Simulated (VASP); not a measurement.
A run of VASP 6.6.1 is set up as follows.

The input INCAR:

```
SYSTEM = Sn3Se
PREC = Accurate ; ENCUT = 520
EDIFF = 1E-7 ; ISMEAR = -1
SIGMA = 0.05 ; LREAL = .FALSE.
LASPH = .TRUE. ; NELM = 60
ALGO = Normal ; ISIF = 2
LWAVE = .FALSE. ; LCHARG = .FALSE.
GGA = PS ; NBANDS = 32
```

Contents of KPOINTS:

```
Automatic mesh
0
G
  5 5 5
  0 0 0
```

Contents of POSCAR:

```
Sn3Se
1.0
    0.0000000000      3.6958066200      3.7331380000
    3.6958066200      0.0000000000      3.7331380000
    3.6958066200      3.6958066200      0.0000000000
Sn Se
3 1
Direct
    0.5000000000      0.5000000000      0.5000000000
    0.7500000000      0.7500000000      0.7500000000
    0.2500000000      0.2500000000      0.2500000000
    0.0000000000      0.0000000000      0.0000000000
```

Potentials or basis: VASP PAW PBE potentials, release 64 (Sn_d, Se).

Launch:

```sh
$ cat potpaw_PBE.64/Sn_d/POTCAR potpaw_PBE.64/Se/POTCAR > POTCAR
$ mpirun -np 1 vasp_std > vasp.out
```

What does it give for the band gap on the k mesh?

Zero (band 24 reaches 7.78 eV, above the bottom of band 25 at 5.99 eV).

Predict the pressure.

-2.1 GPa.

Caveat: the PAW data sets were made with another functional, which shifts forces and pressure a little; spin-orbit coupling is left out, which moves the levels of the heavy elements.
